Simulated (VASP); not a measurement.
# Al27SiH4 in VASP: notebook

Runs on Al27SiH4. Level: PBE. Tasks: single point.

All numbers are computed with VASP 6.6.1; they aren't measurements. Logs are shortened: lines on timing, memory, paths and dates and some standing lists are left out, and cuts for length are marked.

### Step 1. The cell of the first run

The cell holds a slab with vacuum, 32 atoms: a = 8.591 Å, b = 8.591 Å, c = 17.050 Å, α = 90.00°, β = 90.00°, γ = 90.00°.

### Step 2. Single point, PBE

Input file INCAR:

```
SYSTEM = Al27SiH4
ALGO = Normal
EDIFF = 1E-6
ENCUT = 400
GGA = PE
GGA_COMPAT = .False.
ISIF = 2
ISMEAR = -1
LASPH = .True.
LCHARG = .False.
LREAL = Auto
LWAVE = .False.
NBANDS = 66
NELM = 120
NELMDL = -8
PREC = Accurate
SIGMA = 0.05
```

Input file KPOINTS:

```
k-points
0
Gamma
  3 3 1
  0 0 0
```

Input file POSCAR:

```
Al27SiH4
1.0
    8.5913470000      0.0000000000      0.0000000000
    0.0000000000      8.5913470000      0.0000000000
    0.0000000000      0.0000000000     17.0500000000
Al Si H
27 1 4
Direct
    0.0000000000      0.0000000000      0.0586510300
    0.3333333500      0.0000000000      0.0586510300
    0.6666667000      0.0000000000      0.0586510300
    0.0000000000      0.3333333500      0.0586510300
    0.3333333500      0.3333333500      0.0586510300
    0.6666667000      0.3333333500      0.0586510300
    0.0000000000      0.6666667000      0.0586510300
    0.3333333500      0.6666667000      0.0586510300
    0.6666667000      0.6666667000      0.0586510300
    0.1675009411      0.1678552566      0.1809735501
    0.5000475223      0.1643341953      0.1802239208
    0.8329049109      0.1641209020      0.1806874596
    0.1683689615      0.4997922077      0.1829798284
    0.5034189810      0.4990239279      0.1850772353
    0.8319726222      0.5000114338      0.1868969057
    0.1662501635      0.8330564762      0.1829140434
    0.4980720292      0.8363742703      0.1802260760
    0.8318943988      0.8338491835      0.1838522798
   -0.0011993844      0.0072119136      0.3043296818
    0.3347268602      0.0010876478      0.3057736805
    0.6652223276      0.0013876853      0.3082733007
    0.0038007466      0.3246734749      0.3044928620
    0.3332369540      0.3305360036      0.3064082672
    0.6677054110      0.3321319558      0.3091512623
    0.0031280673      0.6713202494      0.3035658280
    0.3373856433      0.6705566198      0.3047908316
    0.6572116252      0.6695347786      0.3081035449
    0.9853670098      0.6909928481      0.4498662466
    0.6751537977      0.5019720389      0.3700349522
    1.1018199152      0.8043758155      0.4821696892
    0.8270446620      0.7418073415      0.4770572118
    1.0178233340      0.5352658379      0.4863479305
```

Potentials or basis: VASP PAW PBE potentials, release 64 (Al, Si, H).

Launch:

```
cat potpaw_PBE.64/Al/POTCAR potpaw_PBE.64/Si/POTCAR potpaw_PBE.64/H/POTCAR > POTCAR
mpirun -np 1 vasp_std > vasp.out
```

OUTCAR:

```text
SYSTEM = Al27SiH4
   EDIFF = 1E-6
   ENCUT = 400
   GGA = PE
   ISIF = 2
   ISMEAR = -1
   LASPH = .True.
   LREAL = Auto
   NELM = 120
   NELMDL = -8
   PREC = Accurate

 ion  position               nearest neighbor table
   1  0.000  0.000  0.059-   3 2.86   7 2.86   4 2.86   2 2.86  12 2.89  10 2.92  16 2.93  18 2.95

   2  0.333  0.000  0.059-   8 2.86   5 2.86   1 2.86   3 2.86  17 2.88  11 2.89  10 2.91  16 2.93

   3  0.667  0.000  0.059-   1 2.86   9 2.86   6 2.86   2 2.86  11 2.89  12 2.89  17 2.89  18 2.93
[... 41 lines left out ...]
  24  0.668  0.332  0.309-  29 1.79  21 2.84  23 2.87  22 2.89  27 2.90  15 2.90  14 2.92  12 2.98
                            11 3.00
  25  0.003  0.671  0.304-  28 2.50  16 2.85  26 2.87  18 2.88  15 2.88  19 2.89  13 2.90  27 2.97
                            22 2.98
  26  0.337  0.671  0.305-  27 2.75  20 2.84  25 2.87  14 2.89  16 2.90  17 2.91  23 2.92  13 2.93

  27  0.657  0.670  0.308-  29 1.79  26 2.75  21 2.85  14 2.88  24 2.90  15 2.94  17 2.95  18 2.96
                            25 2.97
  28  0.985  0.691  0.450-  30 1.50  32 1.50  31 1.50  25 2.50
  29  0.675  0.502  0.370-  24 1.79  27 1.79
  30  0.102  0.804  0.482-  28 1.50
  31  0.827  0.742  0.477-  28 1.50
  32  0.018  0.535  0.486-  28 1.50

  LATTYP: Found a simple tetragonal cell.
 ALAT       =     8.5913470000
 C/A-ratio  =     1.9845549249

  Lattice vectors:

 A1 = (   8.5913470000,   0.0000000000,   0.0000000000)
 A2 = (   0.0000000000,   8.5913470000,   0.0000000000)
 A3 = (   0.0000000000,   0.0000000000,  17.0500000000)

Analysis of symmetry for initial positions (statically):
=====================================================================
 Subroutine PRICEL returns:
 Original cell was already a primitive cell.

 Routine SETGRP: Setting up the symmetry group for a
 simple tetragonal supercell.

 Subroutine GETGRP returns: Found  1 space group operations
 (whereof  1 operations were pure point group operations)
 out of a pool of 16 trial point group operations.

The static configuration has the point symmetry C_1 .

Analysis of symmetry for dynamics (positions and initial velocities):
=====================================================================
 Subroutine PRICEL returns:
 Original cell was already a primitive cell.

 Routine SETGRP: Setting up the symmetry group for a
 simple tetragonal supercell.

 Subroutine GETGRP returns: Found  1 space group operations
 (whereof  1 operations were pure point group operations)
 out of a pool of 16 trial point group operations.

The dynamic configuration has the point symmetry C_1 .

 Subroutine INISYM returns: Found  1 space group operations
 (whereof  1 operations are pure point group operations),
 and found     1 'primitive' translations

----------------------------------------------------------------------------------------

                                     Primitive cell

  volume of cell :    1258.4817

  direct lattice vectors                    reciprocal lattice vectors
     8.591347000  0.000000000  0.000000000     0.116396183  0.000000000  0.000000000
     0.000000000  8.591347000  0.000000000     0.000000000  0.116396183  0.000000000
     0.000000000  0.000000000 17.050000000     0.000000000  0.000000000  0.058651026

  length of vectors
     8.591347000  8.591347000 17.050000000     0.116396183  0.116396183  0.058651026

  position of ions in fractional coordinates (direct lattice)
     0.000000000  0.000000000  0.058651030
     0.333333350  0.000000000  0.058651030
     0.666666700  0.000000000  0.058651030
     0.000000000  0.333333350  0.058651030
     0.333333350  0.333333350  0.058651030
     0.666666700  0.333333350  0.058651030
[... 24 lines left out ...]
     0.827044662  0.741807341  0.477057212
     0.017823334  0.535265838  0.486347931

  ion indices of the primitive-cell ions
   primitive index   ion index
                 1           1
                 2           2
                 3           3
                 4           4
                 5           5
[... 52 lines left out ...]
  ext. energy  EPLUGINS =         0.00000000
  ---------------------------------------------------
  free energy    TOTEN  =      -110.90342440 eV

  energy without entropy =     -110.80653410  energy(sigma->0) =     -110.85497925

 E-fermi :   0.4788     XC(G=0):  -5.1322

 val. band max:        0.4531843719   @ k =   0.0000   0.0000   0.0000
 cond. band min:       0.5481134819   @ k =  -0.3333   0.3333   0.0000
 fundamental gap:      0.0949291100
 Fermi energy:         0.4788143710

 k-point     1 :       0.0000    0.0000    0.0000
  band No.  band energies     occupation
      1      -9.8746      2.00000
      2      -8.6567      2.00000
      3      -8.0116      2.00000
      4      -7.8780      2.00000
      5      -7.8458      2.00000
      6      -7.8170      2.00000
[... 48 lines left out ...]
     55       1.1907      0.00000
     56       1.2155      0.00000

 k-point     2 :       0.3333    0.0000    0.0000
  band No.  band energies     occupation
      1      -9.6555      2.00000
      2      -9.0103      2.00000
      3      -8.5931      2.00000
      4      -7.7516      2.00000
      5      -7.6391      2.00000
      6      -7.5312      2.00000
[... 48 lines left out ...]
     55       1.5171      0.00000
     56       2.0017      0.00000

 k-point     3 :       0.0000    0.3333    0.0000
  band No.  band energies     occupation
      1      -9.6560      2.00000
      2      -9.0129      2.00000
      3      -8.5844      2.00000
      4      -7.7534      2.00000
      5      -7.6314      2.00000
      6      -7.5444      2.00000
[... 48 lines left out ...]
     55       1.5295      0.00000
     56       1.9515      0.00000

 k-point     4 :       0.3333    0.3333    0.0000
  band No.  band energies     occupation
      1      -9.4380      2.00000
      2      -8.8666      2.00000
      3      -8.7491      2.00000
      4      -8.5076      2.00000
      5      -8.0994      2.00000
      6      -7.3961      2.00000
[... 48 lines left out ...]
     55       1.8086      0.00000
     56       1.8780      0.00000

 k-point     5 :      -0.3333    0.3333    0.0000
  band No.  band energies     occupation
      1      -9.4392      2.00000
      2      -8.8257      2.00000
      3      -8.7917      2.00000
      4      -8.5149      2.00000
      5      -8.0841      2.00000
      6      -7.3947      2.00000
[... 48 lines left out ...]
     55       1.8145      0.00000
     56       1.9412      0.00000
 [bands above 56 left out]

------------------------ aborting loop because EDIFF is reached ----------------------------------------

  FORCE on cell =-STRESS in cart. coord.  units (eV):
  Direction    XX          YY          ZZ          XY          YZ          ZX
  --------------------------------------------------------------------------------------
  -------------------------------------------------------------------------------------
  Total      -20.0632918    -19.7371121     -0.3433647     -0.2576444      0.0140636      0.0048078
  in kB      -25.5426451    -25.1273846     -0.4371388     -0.3280080      0.0179044      0.0061208
  external PRESSURE =     -17.0357228 kB  Pullay stress =       0.0000000 kB

 VOLUME and BASIS-vectors are now :
 -----------------------------------------------------------------------------
  energy-cutoff  :      400.00
  volume of cell :     1258.48
      direct lattice vectors                 reciprocal lattice vectors
     8.591347000  0.000000000  0.000000000     0.116396183  0.000000000  0.000000000
     0.000000000  8.591347000  0.000000000     0.000000000  0.116396183  0.000000000
     0.000000000  0.000000000 17.050000000     0.000000000  0.000000000  0.058651026

 POSITION                                       TOTAL-FORCE (eV/Angst)
 -----------------------------------------------------------------------------------
      0.00000      0.00000      1.00000        -0.031892      0.031113      0.005614
      2.86378      0.00000      1.00000         0.080960      0.052906     -0.106435
      5.72756      0.00000      1.00000        -0.051540      0.064695     -0.179993
      0.00000      2.86378      1.00000         0.004529     -0.014787      0.034853
      2.86378      2.86378      1.00000         0.030909     -0.033595     -0.074334
      5.72756      2.86378      1.00000        -0.034612     -0.057876     -0.005311
[... 24 lines left out ...]
      7.10543      6.37312      8.13383         0.021014     -0.005579     -0.005690
      0.15313      4.59865      8.29223        -0.004512      0.020571     -0.005479
 -----------------------------------------------------------------------------------
    total drift:                               -0.000287      0.002538      0.000393

  FREE ENERGIE OF THE ION-ELECTRON SYSTEM (eV)
  ---------------------------------------------------
  free  energy   TOTEN  =      -110.9034244047 eV

  energy  without entropy=     -110.8065341036  energy(sigma->0) =     -110.85497925
```

Wall time 16 min (1 thread of Intel Xeon 8259CL, shared host); peak memory 0.78 GiB.

Results:

```
Free energy            : -110.9034 eV
Largest force          : 0.198 eV/Å
Band gap on the k mesh : zero (an odd number of electrons rules out a gap without spin polarisation)
```

Forces on the atoms (eV/Å):
```
Al  -0.032  0.031  0.006
Al   0.081  0.053 -0.106
Al  -0.052  0.065 -0.180
Al   0.005 -0.015  0.035
Al   0.031 -0.034 -0.074
Al  -0.035 -0.058 -0.005
Al   0.017 -0.018  0.176
Al   0.023 -0.013  0.018
Al  -0.039 -0.018  0.128
Al  -0.001  0.002  0.001
Al   0.000  0.002  0.002
Al   0.000  0.002  0.003
Al   0.001  0.000  0.002
Al   0.002 -0.001  0.003
Al  -0.001 -0.003  0.003
Al  -0.003 -0.002  0.004
Al   0.001 -0.001  0.002
Al   0.001  0.002  0.003
Al   0.000  0.000 -0.003
Al   0.000  0.001  0.000
Al   0.000  0.000  0.000
Al   0.000  0.000 -0.002
Al   0.001  0.000 -0.003
Al  -0.001 -0.005 -0.004
Al   0.003  0.008  0.001
Al   0.002  0.000 -0.003
Al  -0.002  0.004 -0.004
Si   0.002  0.004  0.027
H    0.001  0.000  0.005
H   -0.020 -0.022 -0.021
H    0.021 -0.006 -0.006
H   -0.005  0.021 -0.005
```

Levels at points of the mesh, in eV from the Fermi level:
```csv
k point,band 41,band 42,band 43,band 44,band 45,band 46,band 47,band 48
"(0.00, 0.00, 0.00)",-0.83,-0.65,-0.62,-0.38,-0.29,-0.11,-0.03,0.11
```

### Step 3. Single point, PBE

Input file INCAR:

```
SYSTEM = Al27SiH4
ALGO = Normal
EDIFF = 1E-6
ENCUT = 400
GGA = PE
GGA_COMPAT = .FALSE.
ISIF = 2
ISMEAR = -1
LASPH = .TRUE.
LCHARG = .FALSE.
LREAL = Auto
LWAVE = .FALSE.
NBANDS = 66
NELM = 120
NELMDL = -8
PREC = Accurate
SIGMA = 0.05
```

Input file KPOINTS:

```
k-points
0
G
  3 3 1
  0 0 0
```

Input file POSCAR:

```
Al27SiH4
1.0
    8.5913470000      0.0000000000      0.0000000000
    0.0000000000      8.5913470000      0.0000000000
    0.0000000000      0.0000000000     17.0500000000
Al Si H
27 1 4
Direct
    0.0000000000      0.0000000000      0.0586510264
    0.3333332945      0.0000000000      0.0586510264
    0.6666667055      0.0000000000      0.0586510264
    0.0000000000      0.3333332945      0.0586510264
    0.3333332945      0.3333332945      0.0586510264
    0.6666667055      0.3333332945      0.0586510264
    0.0000000000      0.6666667055      0.0586510264
    0.3333332945      0.6666667055      0.0586510264
    0.6666667055      0.6666667055      0.0586510264
    0.1665979735      0.1667155337      0.1828482698
    0.4999858579      0.1666752606      0.1828981232
    0.8332736415      0.1666579176      0.1829301466
    0.1667024973      0.4999191629      0.1826761877
    0.4999126447      0.5000013386      0.1828086804
    0.8332233583      0.4998159194      0.1826418768
    0.1666696736      0.8334520768      0.1826865103
    0.4998692289      0.8334207663      0.1828058651
    0.8331494468      0.8335346017      0.1826714956
    0.0000452781     -0.0000509815      0.3069097361
    0.3334048782     -0.0000242104      0.3070388270
    0.6668400194     -0.0000963760      0.3070864516
   -0.0000420190      0.3336409296      0.3070026979
    0.3332613617      0.3333992912      0.3070330792
    0.6666820698      0.3336299884      0.3070649853
   -0.0000708853      0.6665600866      0.3064196481
    0.3328855184      0.6667112852      0.3070496188
    0.6661064906      0.6667173378      0.3067697947
    0.9161753099      0.7880314926      0.5474812903
    0.8506616017      0.6688771854      0.4929456891
    1.0703875655      0.8408835076      0.5172447507
    0.8079128919      0.9234777736      0.5518496188
    0.9357056583      0.7182598957      0.6270099120
```

Potentials or basis: VASP PAW PBE potentials, release 64 (Al, Si, H).

Launch:

```
cat potpaw_PBE.64/Al/POTCAR potpaw_PBE.64/Si/POTCAR potpaw_PBE.64/H/POTCAR > POTCAR
mpirun -np 1 vasp_std > vasp.out
```

Wall time 16 min (1 thread of Intel Xeon 8259CL, shared host); peak memory 0.78 GiB.

The run converged. Its results:

| Item | Value |
| --- | --- |
| Free energy | -111.1116 eV |
| Largest force | 0.016 eV/Å |
| Band gap on the k mesh | zero (an odd number of electrons rules out a gap without spin polarisation) |

Forces in eV/Å, atoms in the order of the input:
```
Al  -0.001  0.001 -0.006
Al   0.000 -0.002 -0.003
Al  -0.001 -0.001 -0.003
Al   0.000 -0.001 -0.006
Al   0.000  0.003 -0.002
Al  -0.001  0.001 -0.005
Al   0.001  0.000 -0.008
Al   0.002 -0.001 -0.007
Al  -0.004  0.000 -0.008
Al   0.000  0.000  0.000
Al   0.000  0.001  0.001
Al   0.001  0.000  0.000
Al   0.000  0.000  0.000
Al   0.000  0.000  0.000
Al   0.000  0.000  0.000
Al   0.000  0.000  0.000
Al   0.000 -0.001  0.000
Al   0.001  0.000  0.000
Al   0.000 -0.001  0.000
Al  -0.001  0.000  0.000
Al   0.000 -0.001  0.000
Al   0.000 -0.001  0.000
Al   0.000  0.000 -0.001
Al  -0.001  0.000 -0.001
Al   0.000  0.000  0.001
Al   0.002  0.000 -0.001
Al   0.001  0.000  0.000
Si   0.004 -0.002  0.005
H    0.001 -0.002  0.016
H   -0.005 -0.003  0.010
H   -0.001  0.002  0.004
H    0.001  0.009  0.013
```

Levels at points of the mesh, in eV from the Fermi level:
```tsv
k point	band 42	band 43	band 44	band 45	band 46	band 47	band 48	band 49
(0.00, 0.00, 0.00)	-0.64	-0.64	-0.63	-0.08	-0.08	-0.08	-0.06	0.16
```

### Step 4. Single point, PBE

Input file INCAR:

```
SYSTEM = Al27SiH4
ALGO = Normal
EDIFF = 1E-6
ENCUT = 400
GGA = PE
GGA_COMPAT = .False.
ISIF = 2
ISMEAR = -1
LASPH = .True.
LCHARG = .True.
LELF = .True.
LREAL = Auto
LVHAR = .True.
LWAVE = .False.
NBANDS = 66
NELM = 120
NELMDL = -8
PREC = Accurate
SIGMA = 0.05
```

Input file KPOINTS:

```
k-points
0
Gamma
  3 3 1
  0 0 0
```

Input file POSCAR:

```
Al27SiH4
1.0
    8.5913470000      0.0000000000      0.0000000000
    0.0000000000      8.5913470000      0.0000000000
    0.0000000000      0.0000000000     17.0500000000
Al Si H
27 1 4
Direct
    0.0000000000      0.0000000000      0.0586510264
    0.3333332945      0.0000000000      0.0586510264
    0.6666667055      0.0000000000      0.0586510264
    0.0000000000      0.3333332945      0.0586510264
    0.3333332945      0.3333332945      0.0586510264
    0.6666667055      0.3333332945      0.0586510264
    0.0000000000      0.6666667055      0.0586510264
    0.3333332945      0.6666667055      0.0586510264
    0.6666667055      0.6666667055      0.0586510264
    0.1659155427      0.1673934250      0.1826665103
    0.5003968528      0.1671821660      0.1828318475
    0.8330595889      0.1675627815      0.1829178299
    0.1671466651      0.5002256340      0.1814740762
    0.4996014013      0.5005972870      0.1820609971
    0.8329410976      0.4995479754      0.1818189443
    0.1673175347      0.8347618831      0.1815416422
    0.4992064690      0.8345392172      0.1819750733
    0.8326637255      0.8351065322      0.1823680938
   -0.0000350353      0.0029960378      0.3058143109
    0.3329758419      0.0002182428      0.3064302639
    0.6664294900      0.0015331705      0.3064477419
    0.0003025137      0.3372483966      0.3066062757
    0.3335741182      0.3346837231      0.3064080938
    0.6673594955      0.3363235125      0.3066614663
    0.0020311134      0.6678609303      0.3026600000
    0.3312890284      0.6676592157      0.3066382405
    0.6615806578      0.6678816488      0.3041770088
    0.9135198474      0.7623952333      0.5091665103
    0.8444079840      0.6924336777      0.4365219355
    1.0715999482      0.8241715764      0.4903520821
    0.8101112666      0.8916318943      0.5353693255
    0.9255239021      0.6381208907      0.5698035777
```

Launch:

```
cat potpaw_PBE.64/Al/POTCAR potpaw_PBE.64/Si/POTCAR potpaw_PBE.64/H/POTCAR > POTCAR
mpirun -np 1 vasp_std > vasp.out
```

It took 17 min on 1 thread of Intel Xeon 8259CL, shared host; peak memory 0.78 GiB.

The run converged. Its results:

* Free energy: -110.9592 eV
* Largest force: 0.101 eV/Å
* Band gap on the k mesh: zero (an odd number of electrons rules out a gap without spin polarisation)

Forces on the atoms (eV/Å):
```
Al   0.001  0.014 -0.040
Al  -0.002 -0.005 -0.029
Al  -0.004  0.008 -0.033
Al   0.000 -0.006 -0.038
Al  -0.003  0.022 -0.025
Al  -0.003  0.004 -0.034
Al   0.011 -0.001 -0.032
Al   0.011 -0.002 -0.051
Al  -0.018 -0.002 -0.035
Al   0.000 -0.002  0.000
Al   0.002 -0.001  0.001
Al   0.001 -0.002 -0.002
Al   0.000 -0.001 -0.002
Al   0.000 -0.001 -0.004
Al   0.000 -0.003 -0.006
Al   0.000 -0.001 -0.006
Al   0.000 -0.002 -0.004
Al  -0.002  0.002 -0.010
Al   0.002 -0.009 -0.004
Al   0.001  0.000  0.000
Al   0.003 -0.008  0.001
Al  -0.004 -0.006 -0.002
Al  -0.002  0.000  0.002
Al  -0.002 -0.005  0.001
Al   0.001 -0.009 -0.018
Al   0.001  0.000 -0.002
Al  -0.001 -0.005 -0.010
Si   0.015  0.021  0.089
H    0.017 -0.009  0.098
H   -0.025 -0.012  0.021
H    0.002  0.012  0.073
H   -0.005  0.008  0.101
```

Levels at points of the mesh, in eV from the Fermi level:
```tsv
k point	band 43	band 44	band 45	band 46	band 47	band 48
(0.00, 0.00, 0.00)	-0.65	-0.61	-0.10	-0.09	-0.07	0.03
```

### Step 5. Summary

| cell | gap on the mesh (eV) | largest force (eV/Å) |
| --- | --- | --- |
| as given, atomic positions A | none | 0.20 |
| as given, atomic positions B | none | 0.02 |
| as given, atomic positions C | none | 0.10 |

Alike in all rows: task single point; level PBE; potentials or basis VASP PAW PBE potentials, release 64 (Al, Si, H); no spin polarisation; k mesh 3 × 3 × 1; cutoff (eV) 400; smearing fermi-dirac 0.05 eV.

Total energies depend on the potentials used, so only differences within one code and one set of settings carry meaning.
